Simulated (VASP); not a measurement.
# Ba (P6/mmm) in VASP: further runs, part 2 of 2

VASP 6.6.1. Earlier steps stand in the parts before.

## 5. Single point, PBEsol

This run uses another cell than the first one, of 26.57 Å³/atom.

INCAR

```
SYSTEM = Ba
  ALGO = Normal
  EDIFF = 1E-7
  ENCUT = 520
  GGA = PS
  ISIF = 2
  ISMEAR = -1
  LASPH = .True.
  LCHARG = .True.
  LELF = .True.
  LREAL = .False.
  LVHAR = .True.
  LWAVE = .False.
  NBANDS = 11
  NELM = 60
  PREC = Accurate
  SIGMA = 0.05
```

KPOINTS

```
k-points
0
Gamma
  7 7 7
  0 0 0
```

POSCAR

```
Ba
1.0
    3.2218982054      0.0000000000      0.0000000000
   -1.6109491027      2.7902456943      0.0000000000
    0.0000000000      0.0000000000      2.9556297350
Ba
1
Direct
    0.0000000000      0.0000000000      0.0000000000
```

Command:

```console
$ cat potpaw_PBE.64/Ba_sv/POTCAR > POTCAR
$ mpirun -np 1 vasp_std > vasp.out
```

It took 17 s on 1 thread of AMD EPYC 7R43 (Zen 3), shared host; peak memory 0.11 GiB.

Results (log left out):

```
Free energy            : -0.7758 eV
Pressure               : 25.3 GPa
Band gap on the k mesh : zero (bands 5 and 6 overlap by 2.70 eV)
```

Stress tensor (GPa, compression positive):
```
24.34  0.00  0.00
 0.00 24.34  0.00
 0.00  0.00 27.30
```

Levels at points of the mesh, in eV from the Fermi level:
| k point | band 1 | band 2 | band 3 | band 4 | band 5 | band 6 | band 7 | band 8 | band 9 | band 10 |
| --- | --- | --- | --- | --- | --- | --- | --- | --- | --- | --- |
| (0.00, 0.00, 0.00) | -29.62 | -11.99 | -11.99 | -11.65 | -1.76 | -1.16 | 2.18 | 2.18 | 7.77 | 11.04 |

Caveat: the cell stands under pressure; the PAW data sets were made with another functional, which shifts forces and pressure a little; spin-orbit coupling is left out, which moves the levels of the heavy elements.

## 6. Single point, PBEsol

This run uses another cell than the first one, of 31.97 Å³/atom.

INCAR

```
SYSTEM = Ba
PREC = Accurate
ENCUT = 520
EDIFF = 1E-6
ISMEAR = -1
SIGMA = 0.05
LREAL = .FALSE.
LASPH = .TRUE.
NELM = 100
ALGO = Fast
ISIF = 2
LWAVE = .FALSE.
LCHARG = .FALSE.
GGA = PS
NBANDS = 11
```

KPOINTS

```
Automatic mesh
0
G
  7 7 7
  0 0 0
```

POSCAR

```
Ba
1.0
    3.4628169077      0.0000000000      0.0000000000
   -1.7314084539      2.9988874107      0.0000000000
    0.0000000000      0.0000000000      3.0785552183
Ba
1
Direct
    0.0000000000      0.0000000000      0.0000000000
```

Potentials or basis: VASP PAW PBE potentials, release 64 (Ba_sv).

Command:

```console
$ cat potpaw_PBE.64/Ba_sv/POTCAR > POTCAR
$ mpirun -np 1 vasp_std > vasp.out
```

OUTCAR:

```text
SYSTEM = Ba
   PREC = Accurate
   ENCUT = 520
   EDIFF = 1E-6
   ISMEAR = -1
   LREAL = .FALSE.
   LASPH = .TRUE.
   NELM = 100
   ISIF = 2
   GGA = PS

 ion  position               nearest neighbor table
   1  0.000  0.000  0.000-

  LATTYP: Found a hexagonal cell.
 ALAT       =     3.4628169077
 C/A-ratio  =     0.8890320512

  Lattice vectors:

 A1 = (   3.4628169077,   0.0000000000,   0.0000000000)
 A2 = (  -1.7314084539,   2.9988874107,   0.0000000000)
 A3 = (   0.0000000000,   0.0000000000,   3.0785552183)

[... 514 lines left out ...]
     11      17.7253      0.00000

 [... further k-points ...]

------------------------ aborting loop because EDIFF is reached ----------------------------------------

  FORCE on cell =-STRESS in cart. coord.  units (eV):
  Direction    XX          YY          ZZ          XY          YZ          ZX
  --------------------------------------------------------------------------------------
  -------------------------------------------------------------------------------------
  Total        2.3682533      2.3682533      2.8084191     -0.0000000      0.0000000     -0.0000000
  in kB      118.6867097    118.6867097    140.7459369     -0.0000000      0.0000000     -0.0000000
  external PRESSURE =     126.0397854 kB  Pullay stress =       0.0000000 kB

 VOLUME and BASIS-vectors are now :
 -----------------------------------------------------------------------------
  energy-cutoff  :      520.00
  volume of cell :       31.97
      direct lattice vectors                 reciprocal lattice vectors
     3.462816908  0.000000000  0.000000000     0.288782233  0.166728500  0.000000000
    -1.731408454  2.998887411  0.000000000     0.000000000  0.333457000  0.000000000
     0.000000000  0.000000000  3.078555218     0.000000000  0.000000000  0.324827696

 POSITION                                       TOTAL-FORCE (eV/Angst)
 -----------------------------------------------------------------------------------
      0.00000      0.00000      0.00000         0.000000      0.000000      0.000000
 -----------------------------------------------------------------------------------
    total drift:                               -0.000000     -0.000000      0.000000

  FREE ENERGIE OF THE ION-ELECTRON SYSTEM (eV)
  ---------------------------------------------------
  free  energy   TOTEN  =        -1.3593170491 eV

  energy  without entropy=       -1.3487439599  energy(sigma->0) =       -1.35403050
```

stdout:

```text
POSCAR found type information on POSCAR Ba
 POSCAR found :  1 types and       1 ions
 scaLAPACK will be used
 -----------------------------------------------------------------------------
|                                                                             |
|                                                                             |
|     You enforced a specific xc type in the INCAR file but a different       |
|     I HOPE YOU KNOW WHAT YOU ARE DOING!                                     |
|                                                                             |
 -----------------------------------------------------------------------------

 LDA part: xc-table for (Slater+PW92), standard interpolation
 POSCAR, INCAR and KPOINTS ok, starting setup
 FFT: planning ... GRIDC
 FFT: planning ... GRID_SOFT
 FFT: planning ... GRID
 WAVECAR not read
 entering main loop
```

Wall time 20 s (1 thread of AMD EPYC 7R43 (Zen 3), shared host); peak memory 0.1 GiB.

What came out:

- Free energy: -1.3593 eV
- Pressure: 12.6 GPa
- Band gap on the k mesh: zero (bands 5 and 6 overlap by 1.74 eV)

Levels at points of the mesh, in eV from the Fermi level:
```tsv
k point	band 3	band 4	band 5	band 6	band 7	band 8
(0.00, 0.00, 0.00)	-12.54	-11.88	-2.27	-0.60	2.12	2.12
```

Caveat: the cell stands under pressure; the PAW data sets were made with another functional, which shifts forces and pressure a little; spin-orbit coupling is left out, which moves the levels of the heavy elements.

## 7. The runs side by side

| level | potentials or basis | cell | smearing | gap on the mesh (eV) | pressure (GPa) |
| --- | --- | --- | --- | --- | --- |
| PBEsol | VASP PAW PBE potentials, release 64 (Ba_sv) | a = 4.312, b = 4.312, c = 3.913 Å, angles 90.0, 90.0, 120.0°, 1 atom | gaussian 0.02 eV | none | -0.8 |
| LDA | VASP PAW LDA potentials, release 64 (Ba_sv) | a = 4.312, b = 4.312, c = 3.913 Å, angles 90.0, 90.0, 120.0°, 1 atom | gaussian 0.02 eV | none | -1.4 |
| PBEsol | VASP PAW PBE potentials, release 64 (Ba_sv) | a = 3.124, b = 3.124, c = 2.870 Å, angles 90.0, 90.0, 120.0°, 1 atom | fermi-dirac 0.05 eV | none | 38.2 |
| PBEsol | VASP PAW PBE potentials, release 64 (Ba_sv) | a = 3.222, b = 3.222, c = 2.956 Å, angles 90.0, 90.0, 120.0°, 1 atom | fermi-dirac 0.05 eV | none | 25.3 |
| PBEsol | VASP PAW PBE potentials, release 64 (Ba_sv) | a = 3.463, b = 3.463, c = 3.079 Å, angles 90.0, 90.0, 120.0°, 1 atom | fermi-dirac 0.05 eV | none | 12.6 |

Alike in all rows: task single point; no spin polarisation; k mesh 7 × 7 × 7; cutoff (eV) 520.

Caveats: spin-orbit coupling is left out, which moves the levels of the heavy elements; the PAW data sets were made with another functional, which shifts forces and pressure a little (at least some runs); the cell stands under pressure (at least some runs).

Absolute energies hang on the potentials; compare differences alone.
